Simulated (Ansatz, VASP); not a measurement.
**SnTe in VASP and in Ansatz**

Contents of INCAR:

```
ALGO = Normal
EDIFF = 1E-6
ENCUT = 500
GGA = PE
GGA_COMPAT = F
ISIF = 2
ISMEAR = 0
IVDW = 12
LASPH = T
LCHARG = F
LREAL = F
LWAVE = F
NBANDS = 17
NELM = 120
PREC = Accurate
SIGMA = 0.01
```

The input KPOINTS:

```
k-points
0
Gamma
  6 6 6
```

File POSCAR:

```
SnTe
1.0
    0.0000000000      3.1508500000      3.1508500000
    3.1508500000      0.0000000000      3.1508500000
    3.1508500000      3.1508500000      0.0000000000
Sn Te
1 1
Direct
    0.0000000000      0.0000000000      0.0000000000
    0.5000000000      0.5000000000      0.5000000000
```

Input for Ansatz:

```yaml
crystal:
  lattice:
    - [0.0, 3.15085, 3.15085]
    - [3.15085, 0.0, 3.15085]
    - [3.15085, 3.15085, 0.0]
  atoms:
    - { symbol: Sn, position: [0.0, 0.0, 0.0] }
    - { symbol: Te, position: [0.5, 0.5, 0.5] }
basis:
  ecutwfc: 470.0
kpoints:
  mp_grid:
    grid: [6, 6, 6]
hamiltonian:
  xc: pbe
  dispersion: d3bj
scf:
  occupations:
    method: fixed
output:
  eigenvalues: true
```

Alike in both runs: task single point; functional PBE; dispersion D3(BJ); k mesh 6 × 6 × 6; no spin polarisation.

|  | VASP | Ansatz |
| --- | --- | --- |
| version | VASP 6.6.1 | Ansatz 0.2.0 |
| potentials or method | VASP PAW PBE potentials, release 64 (Sn_d, Te), cutoff 500 eV | plane waves, PAW |
| occupations | gaussian, width 0.01 eV | fixed |
| valence electrons in the cell | 20 | 30 |

|  | VASP | Ansatz | Ansatz less VASP |
| --- | --- | --- | --- |
| gap on the k mesh at the Fermi level (eV) | 0.10 | 0.10 | 0.000 |

VASP's potentials hold 20 valence electrons a cell and Ansatz's 30, so a difference there can come from the potentials and not from the codes.

Spin-orbit coupling is off throughout.
